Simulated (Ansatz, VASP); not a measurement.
**One calculation of BeTe, two programs**

```
Be Te
1.0
     0.00000    2.84198    2.84198
     2.84198    0.00000    2.84198
     2.84198    2.84198    0.00000
Be Te
1 1
Cartesian
  0.0000 0.0000 0.0000
  1.4210 1.4210 1.4210
```

Alike in both runs: task single point; functional PBE; k mesh 6 × 6 × 6; no spin polarisation.

|  | VASP | Ansatz |
| --- | --- | --- |
| version | VASP 6.6.1 | Ansatz 0.2.0 |
| potentials or method | VASP PAW PBE potentials, release 64 (Be, Te), cutoff 600 eV | plane waves, PAW |
| occupations | gaussian, width 0.01 eV | fixed |
| valence electrons in the cell | 8 | 18 |

|  | VASP | Ansatz | Ansatz less VASP |
| --- | --- | --- | --- |
| pressure (GPa) | -0.4 | -0.5 | -0.13 |

VASP's potentials hold 8 valence electrons a cell and Ansatz's 18, so a difference there can come from the potentials and not from the codes.

Neither program's run includes spin-orbit coupling.
